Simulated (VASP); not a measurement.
# Zr (Pm-3m) in VASP: a series of runs, part 2 of 2

VASP 6.6.1.

## 4. Single point, PBEsol (volume scaled by 0.76)

Input file INCAR:

```
  ALGO = Normal
  EDIFF = 1E-7
  ENCUT = 520
  GGA = PS
  ISIF = 2
  ISMEAR = -1
  LASPH = T
  LCHARG = T
  LELF = T
  LREAL = F
  LVHAR = T
  LWAVE = F
  NBANDS = 12
  NELM = 60
  PREC = Accurate
  SIGMA = 0.1
```

Input file KPOINTS:

```
k-points
0
Gamma
  13 13 13
```

Input file POSCAR:

```
Zr
1.0
    2.6213039777      0.0000000000      0.0000000000
    0.0000000000      2.6213039777      0.0000000000
    0.0000000000      0.0000000000      2.6213039777
Zr
1
Direct
    0.0000000000      0.0000000000      0.0000000000
```

Potentials or basis: VASP PAW PBE potentials, release 64 (Zr_sv).

The run is started by

```
> cat potpaw_PBE.64/Zr_sv/POTCAR > POTCAR
> mpirun -np 1 vasp_std > vasp.out
```

OUTCAR:

```text
EDIFF = 1E-7
   ENCUT = 520
   GGA = PS
   ISIF = 2
   ISMEAR = -1
   LASPH = T
   LREAL = F
   NELM = 60
   PREC = Accurate

 ion  position               nearest neighbor table
   1  0.000  0.000  0.000-

  LATTYP: Found a simple cubic cell.
 ALAT       =     2.6213039777

  Lattice vectors:

 A1 = (   2.6213039777,   0.0000000000,   0.0000000000)
 A2 = (   0.0000000000,   2.6213039777,   0.0000000000)
 A3 = (   0.0000000000,   0.0000000000,   2.6213039777)

Analysis of symmetry for initial positions (statically):
=====================================================================
 Subroutine PRICEL returns:
 Original cell was already a primitive cell.

 Routine SETGRP: Setting up the symmetry group for a
 simple cubic supercell.

 Subroutine GETGRP returns: Found 48 space group operations
 (whereof 48 operations were pure point group operations)
 out of a pool of 48 trial point group operations.

The static configuration has the point symmetry O_h .

Analysis of symmetry for dynamics (positions and initial velocities):
=====================================================================
 Subroutine PRICEL returns:
 Original cell was already a primitive cell.

 Routine SETGRP: Setting up the symmetry group for a
 simple cubic supercell.

 Subroutine GETGRP returns: Found 48 space group operations
 (whereof 48 operations were pure point group operations)
 out of a pool of 48 trial point group operations.

The dynamic configuration has the point symmetry O_h .

 Subroutine INISYM returns: Found 48 space group operations
 (whereof 48 operations are pure point group operations),
 and found     1 'primitive' translations

----------------------------------------------------------------------------------------

                                     Primitive cell

  volume of cell :      18.0116

  direct lattice vectors                    reciprocal lattice vectors
     2.621303978  0.000000000  0.000000000     0.381489521  0.000000000  0.000000000
     0.000000000  2.621303978  0.000000000     0.000000000  0.381489521  0.000000000
     0.000000000  0.000000000  2.621303978     0.000000000  0.000000000  0.381489521

  length of vectors
     2.621303978  2.621303978  2.621303978     0.381489521  0.381489521  0.381489521

  position of ions in fractional coordinates (direct lattice)
     0.000000000  0.000000000  0.000000000

  ion indices of the primitive-cell ions
   primitive index   ion index
                 1           1

----------------------------------------------------------------------------------------

 KPOINTS: k-points

Automatic generation of k-mesh.
 Grid dimensions read from file:
 generate k-points for:   13   13   13

 Generating k-lattice:

  Cartesian coordinates                     Fractional coordinates (reciprocal lattice)
     0.029345348  0.000000000  0.000000000     0.076923077  0.000000000  0.000000000
     0.000000000  0.029345348  0.000000000     0.000000000  0.076923077  0.000000000
     0.000000000  0.000000000  0.029345348     0.000000000  0.000000000  0.076923077

  Length of vectors
     0.029345348  0.029345348  0.029345348

  Shift w.r.t. Gamma in fractional coordinates (k-lattice)
     0.000000000  0.000000000  0.000000000

 Subroutine IBZKPT returns following result:
 ===========================================

 Found     84 irreducible k-points:

 Following reciprocal coordinates:
            Coordinates               Weight
  0.000000  0.000000  0.000000      1.000000
  0.076923  0.000000  0.000000      6.000000
  0.153846  0.000000  0.000000      6.000000
  0.230769  0.000000  0.000000      6.000000
  0.307692  0.000000  0.000000      6.000000
  0.384615  0.000000  0.000000      6.000000
[... 16 lines left out ...]
  0.307692  0.307692  0.000000     12.000000
  0.384615  0.307692  0.000000     24.000000
 [... further k-points ...]
   k-points           NKPTS =     84   k-points in BZ     NKDIM =     84   number of bands    NBANDS=     12
   number of dos      NEDOS =    301   number of ions     NIONS =      1
   total plane-waves  NPLWV =   8000
   dimension x,y,z NGX =    20 NGY =   20 NGZ =   20
   dimension x,y,z NGXF=    40 NGYF=   40 NGZF=   40
   ions per type =               1
   NGX,Y,Z   is equivalent  to a cutoff of  12.68, 12.68, 12.68 a.u.
   NGXF,Y,Z  is equivalent  to a cutoff of  25.37, 25.37, 25.37 a.u.
 SYSTEM =  unknown system
   PREC   = accura    normal or accurate (medium, high low for compatibility)
   ISTART =      0    job   : 0-new  1-cont  2-samecut
   ICHARG =      2    charge: 1-file 2-atom 10-const
   ISPIN  =      1    spin polarized calculation?
   LNONCOLLINEAR =      F non collinear calculations
   LSORBIT =      F    spin-orbit coupling
   LASPH  =      T    aspherical Exc in radial PAW
   ENCUT  =  520.0 eV  38.22 Ry    6.18 a.u.   4.87  4.87  4.87*2*pi/ulx,y,z
   NELM   =     60;   NELMIN=  2; NELMDL= -5     # of ELM steps
   EDIFF  = 0.1E-06   stopping-criterion for ELM
   LREAL  =      F    real-space projection
   EDIFFG = 0.1E-05   stopping-criterion for IOM
   NSW    =      0    number of steps for IOM
   IBRION =     -1    ionic relax: 0-MD 1-quasi-New 2-CG
   NFREE  =      0    steps in history (QN), initial steepest desc. (CG)
   ISIF   =      2    stress and relaxation
   ISYM   =      2    0-nonsym 1-usesym 2-fastsym
   POTIM  = 0.5000    time-step for ionic-motion
   TEBEG  =    0.0;   TEEND  =   0.0 temperature during run
   PSTRESS=    0.0 pullay stress
   NELECT =      12.0000    total number of electrons
   NUPDOWN=      -1.0000    fix difference up-down
   EMIN   =  10.00;   EMAX   =-10.00  energy-range for DOS
   EFERMI =   0.00;   METHOD = LEGACY
   ISMEAR =    -1;   SIGMA  =   0.10  broadening in eV -4-tet -1-fermi 0-gaus
   EFERMI_NEDOS =   21; number of points for ismear=-14 and -15
   IALGO  =     38    algorithm
   IMIX   =      4    mixing-type and parameters
     AMIX     =   0.40;   BMIX     =  1.00
     AMIX_MAG =   1.60;   BMIX_MAG =  1.00
  volume/ion in A,a.u.               =      18.01       121.55
  Fermi-wavevector in a.u.,A,eV,Ry     =   1.429830  2.701988 27.815954  2.044415
  Thomas-Fermi vector in A             =   2.549742
   LORBIT       =      0    0 simple, 1 ext, 2 COOP (PROOUT), +10 PAW based schemes
   GGA     = PS    functional components
   LHFCALC =     F    Hartree Fock is set to
   AEXX    =    0.0000 exact exchange contribution
   IVDW    =     0    specifies the selected vdW correction
   LEPSILON=     F    determine dielectric tensor
   LRPA    =     F    only Hartree local field effects (RPA)
 non-spin polarized calculation
  energy-cutoff  :      520.00
  volume of cell :       18.01
 maximum number of plane-waves:       496
 NGX is ok and might be reduce to    20
   NGX =  9   NGY =  9   NGZ =  9

 number of electron      12.0000001 magnetization

 Free energy of the ion-electron system (eV)
  ---------------------------------------------------
  ext. energy  EPLUGINS =         0.00000000
  ---------------------------------------------------
  free energy    TOTEN  =        -7.75249546 eV

  energy without entropy =       -7.70743173  energy(sigma->0) =       -7.72996360

 E-fermi :  11.6609     XC(G=0): -12.3417

 val. band max:       11.6572159555   @ k =   0.3846   0.1538   0.1538
 cond. band min:      11.6665711398   @ k =   0.2308   0.1538   0.0000
 fundamental gap:      0.0093551843
 Fermi energy:        11.6609074508

 k-point     1 :       0.0000    0.0000    0.0000
  band No.  band energies     occupation
      1     -36.8469      2.00000
      2     -13.4265      2.00000
      3     -13.4265      2.00000
      4     -13.4265      2.00000
      5       6.3197      2.00000
      6       8.9657      2.00000
      7       8.9657      2.00000
      8      19.4331      0.00000
      9      19.4331      0.00000
     10      19.4331      0.00000
     11      27.3348      0.00000
     12      27.3348      0.00000

 k-point     2 :       0.0769    0.0000    0.0000
  band No.  band energies     occupation
      1     -36.8232      2.00000
      2     -13.6139      2.00000
      3     -13.4108      2.00000
      4     -13.4108      2.00000
      5       6.5278      2.00000
      6       9.0256      2.00000
      7       9.2462      2.00000
      8      18.9868      0.00000
      9      18.9868      0.00000
     10      19.4616      0.00000
     11      26.5001      0.00000
     12      27.8310      0.00000
[... 316 lines left out ...]
 k-point    24 :       0.3846    0.3077    0.0000
  band No.  band energies     occupation
      1     -36.1915      2.00000
      2     -15.6164      2.00000
      3     -15.0405      2.00000
      4     -13.0015      2.00000
      5       8.4687      2.00000
      6      10.7336      1.99981
      7      15.3274      0.00000
      8      15.7607      0.00000
      9      16.7034      0.00000
     10      16.9206      0.00000
     11      23.2394      0.00000
     12      27.2774      0.00000

 [... further k-points ...]
[... 5 lines left out ...]
  --------------------------------------------------------------------------------------
  -------------------------------------------------------------------------------------
  Total        3.6769038      3.6769038      3.6769038      0.0000000     -0.0000000      0.0000000
  in kB      327.0699818    327.0699818    327.0699818      0.0000000     -0.0000000      0.0000000
  external PRESSURE =     327.0699818 kB  Pullay stress =       0.0000000 kB

 VOLUME and BASIS-vectors are now :
 -----------------------------------------------------------------------------
  energy-cutoff  :      520.00
  volume of cell :       18.01
      direct lattice vectors                 reciprocal lattice vectors
     2.621303978  0.000000000  0.000000000     0.381489521  0.000000000  0.000000000
     0.000000000  2.621303978  0.000000000     0.000000000  0.381489521  0.000000000
     0.000000000  0.000000000  2.621303978     0.000000000  0.000000000  0.381489521

 POSITION                                       TOTAL-FORCE (eV/Angst)
 -----------------------------------------------------------------------------------
      0.00000      0.00000      0.00000         0.000000      0.000000      0.000000
 -----------------------------------------------------------------------------------
    total drift:                               -0.000000      0.000000      0.000000

  FREE ENERGIE OF THE ION-ELECTRON SYSTEM (eV)
  ---------------------------------------------------
  free  energy   TOTEN  =        -7.7524954631 eV

  energy  without entropy=       -7.7074317314  energy(sigma->0) =       -7.72996360
```

OSZICAR:

```text
N       E                     dE             d eps       ncg     rms          rms(c)
DAV:   1     0.920257149636E+02    0.92026E+02   -0.70697E+03  2024   0.103E+03
DAV:   2    -0.490843128729E+01   -0.96934E+02   -0.93536E+02  2324   0.281E+02
DAV:   3    -0.782573002375E+01   -0.29173E+01   -0.28463E+01  2852   0.422E+01
DAV:   4    -0.788726857967E+01   -0.61539E-01   -0.61363E-01  2304   0.579E+00
DAV:   5    -0.788896826924E+01   -0.16997E-02   -0.16996E-02  2736   0.698E-01    0.191E+01
DAV:   6    -0.775132669323E+01    0.13764E+00   -0.23937E-01  2360   0.450E+00    0.918E+00
DAV:   7    -0.774919358520E+01    0.21331E-02   -0.12438E-01  2736   0.314E+00    0.116E+00
DAV:   8    -0.775253430067E+01   -0.33407E-02   -0.12831E-02  2292   0.132E+00    0.929E-02
DAV:   9    -0.775251216871E+01    0.22132E-04   -0.34697E-04  2424   0.177E-01    0.192E-02
DAV:  10    -0.775249542287E+01    0.16746E-04   -0.15007E-05  2432   0.414E-02    0.631E-03
DAV:  11    -0.775249546313E+01   -0.40258E-07   -0.46199E-07  2356   0.788E-03
   1 F= -.77524955E+01 E0= -.77299636E+01  d E =-.450637E-01
```

stdout:

```text
POSCAR found type information on POSCAR Zr
 POSCAR found :  1 types and       1 ions
 scaLAPACK will be used
 -----------------------------------------------------------------------------
|                                                                             |
|                                                                             |
|     You enforced a specific xc type in the INCAR file but a different       |
|     I HOPE YOU KNOW WHAT YOU ARE DOING!                                     |
|                                                                             |
 -----------------------------------------------------------------------------

 LDA part: xc-table for (Slater+PW92), standard interpolation
 POSCAR, INCAR and KPOINTS ok, starting setup
 FFT: planning ... GRIDC
 FFT: planning ... GRID_SOFT
 FFT: planning ... GRID
 WAVECAR not read
 entering main loop
```

Wall time 12 s (1 thread of Intel Xeon Platinum 8488C (Sapphire Rapids), shared host); peak memory 0.13 GiB.

Results:

```
Free energy            : -7.7525 eV
Pressure               : 32.7 GPa
Band gap on the k mesh : zero (band 6 reaches 12.83 eV, above the bottom of band 7 at 8.97 eV)
```

Levels at points of the mesh, in eV from the Fermi level:
| k point | band 3 | band 4 | band 5 | band 6 | band 7 | band 8 | band 9 | band 10 |
| --- | --- | --- | --- | --- | --- | --- | --- | --- |
| (0.00, 0.00, 0.00) | -25.09 | -25.09 | -5.34 | -2.70 | -2.70 | 7.77 | 7.77 | 7.77 |

Caveat: the PAW data sets were made with another functional, which shifts forces and pressure a little.
